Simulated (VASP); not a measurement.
Input of a VASP 6.6.1 run:

Contents of POSCAR:

```
Ti
1.0
    4.5673748306      0.0000000000      0.0000000000
   -2.2836874153      3.9554626319      0.0000000000
    0.0000000000      0.0000000000      2.8262442700
Ti
3
Direct
    0.0000000000      0.0000000000      0.0000000000
    0.3333333333      0.6666666667      0.5000000000
    0.6666666667      0.3333333333      0.5000000000
```

INCAR.step1

```
SYSTEM = Ti
  PREC = Accurate
  ENCUT = 520
  ISMEAR = -1
  SIGMA = 0.08
  LREAL = .False.
  LASPH = .True.
  NELM = 100
  NBANDS = 25
  GGA = PE
  ALGO = Normal
  EDIFF = 1E-4
  LWAVE = .True.
  LCHARG = .False.
```

INCAR.step2

```
SYSTEM = Ti
  PREC = Accurate
  ENCUT = 520
  EDIFF = 1E-8
  ISMEAR = -1
  SIGMA = 0.08
  LREAL = .False.
  LASPH = .True.
  NELM = 100
  ALGO = Normal
  ISIF = 2
  LWAVE = .False.
  LCHARG = .False.
  METAGGA = R2SCAN
  LMIXTAU = .True.
  LEFG = .True.
  NBANDS = 25
  ISTART = 1
```

KPOINTS

```
Automatic mesh
0
Gamma
  8 8 12
  0 0 0
```

Potentials or basis: VASP PAW PBE potentials, release 64 (Ti_sv).

Run with:

```bash
$ cat potpaw_PBE.64/Ti_sv/POTCAR > POTCAR
$ cp INCAR.step1 INCAR
$ mpirun -np 1 vasp_std > vasp.out
$ cp INCAR.step2 INCAR
$ mpirun -np 1 vasp_std > vasp.out
```

Problem. Estimate the band gap on the k mesh.

Solution. Zero (band 18 reaches 8.66 eV, above the bottom of band 19 at 8.43 eV).

Problem. Estimate the pressure.

Solution. 0.4 GPa.

Stress tensor (GPa, compression positive):
```
0.45 0.00 0.00
0.00 0.45 0.00
0.00 0.00 0.32
```

Caveat: without QUAD_EFG the Cq values of the log hold for a quadrupole moment of 1 mb, not for the nuclei; the PAW data sets were made with another functional, which shifts forces and pressure a little.
